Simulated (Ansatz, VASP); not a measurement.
# One calculation of TiB, two programs

```
Ti B
1.0
     3.17161    0.00000    0.00000
    -1.58580    2.74669    0.00000
     0.00000    0.00000    7.78982
Ti B
3 3
Direct
  0.00000 0.00000 0.87500
  0.33333 0.66667 0.20833
  0.66667 0.33333 0.54167
  0.00000 0.00000 0.37500
  0.33333 0.66667 0.70833
  0.66667 0.33333 0.04167
```

Alike in both runs: functional PBEsol; k mesh 12 × 12 × 7; occupations gaussian, width 0.1 eV; no spin polarisation.

Ansatz relaxed the structure, and its values are those at the end. VASP's run is a single point on that final structure, the one shown.

|  | VASP | Ansatz |
| --- | --- | --- |
| version | VASP 6.6.1 | Ansatz 0.2.0 |
| potentials or method | VASP PAW PBE potentials, release 64 (Ti_sv, B), cutoff 520 eV | scalar-relativistic, plane waves, PAW |
| valence electrons in the cell | 45 | 45 |

```csv
,VASP,Ansatz,Ansatz less VASP
gap on the k mesh at the Fermi level (eV),none,none,-
pressure (GPa),0.1,0.0,-0.07
```

VASP's potentials were made for PBE, not for PBEsol. A gap of «none» marks a metal or a gap that the smearing closes. With one functional, cell and mesh, what is left measures potentials, basis and numerics.
